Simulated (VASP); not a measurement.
A run of VASP 6.6.1 is set up as follows.

File INCAR:

```
SYSTEM = Ti
PREC = Accurate ; ENCUT = 520
EDIFF = 1E-6 ; ISMEAR = 0
SIGMA = 0.15 ; LREAL = .False.
LASPH = .True. ; NELM = 100
ALGO = Fast ; ISIF = 2
LWAVE = .False. ; LCHARG = .False.
NBANDS = 12
```

Contents of KPOINTS:

```
Automatic mesh
0
Gamma
  22 22 22
  0 0 0
```

Contents of POSCAR:

```
Ti
1.0
   -1.5896847914      1.5896847914      1.7486532705
    1.5896847914     -1.5896847914      1.7486532705
    1.5896847914      1.5896847914     -1.7486532705
Ti
1
Direct
    0.0000000000      0.0000000000      0.0000000000
```

Potentials or basis: VASP PAW LDA potentials, release 64 (Ti_sv).

Launch:

```bash
$ cat potpaw_LDA.64/Ti_sv/POTCAR > POTCAR
$ mpirun -np 1 vasp_std > vasp.out
```

(1) Estimate the band gap on the k mesh.

(2) Predict the pressure.

Results:

(1) zero (band 6 reaches 8.59 eV, above the bottom of band 7 at 7.07 eV).

(2) -10.7 GPa.
